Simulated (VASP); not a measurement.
Ag: single point with PBE

The system is Ag.

```
CELL_PARAMETERS angstrom
2.97607 0.00000 0.00000
-1.48803 2.57735 0.00000
0.00000 0.00000 4.70950
ATOMIC_POSITIONS crystal
Ag 0.66667 0.33333 0.24965
Ag 0.33333 0.66667 0.75035
```

This isn't the form of Ag at room conditions, which is fcc.

```yaml
Program: VASP 6.6.1
Task: single point
Functional: PBE
Potentials_or_basis: VASP PAW PBE potentials, release 64 (Ag)
Cutoff: 520 eV
k_mesh: 6 × 6 × 4
Occupations: gaussian, width 0.1 eV
Spin: no spin polarisation
```

* Pressure: -0.2 GPa
* Largest force: 0.017 eV/Å
* Band gap on the k mesh: zero (bands 11 and 12 overlap by 7.15 eV)

Forces in eV/Å, atoms in the order of the input:
```
Ag   0.000  0.000  0.017
Ag   0.000  0.000 -0.017
```

Stress tensor (GPa, compression positive):
```
-0.19  0.00  0.00
 0.00 -0.19  0.00
 0.00  0.00 -0.09
```

Levels at points of the mesh, in eV from the Fermi level:
```tsv
k point	band 7	band 8	band 9	band 10	band 11	band 12	band 13	band 14	band 15	band 16
(0.00, 0.00, 0.00)	-4.06	-3.89	-3.89	-2.86	-2.86	0.18	3.91	15.44	17.30	17.30
(0.50, 0.00, 0.00)	-3.51	-2.81	-2.66	-2.64	0.23	1.48	7.04	7.24	9.30	10.20
(0.00, 0.00, 0.50)	-4.07	-4.07	-3.15	-3.15	-3.14	-3.14	11.57	11.61	15.78	15.79
(0.50, 0.00, 0.50)	-2.90	-2.90	-2.72	-2.72	0.99	0.99	4.40	4.40	13.13	13.15
```

Run time: 21 s on 1 thread of Intel Xeon 8259CL, on a shared host, peak memory 0.15 GiB.

Caveat: the k points lie up to 0.41 Å⁻¹ apart, too coarse for converged energies and pressures of a metal.
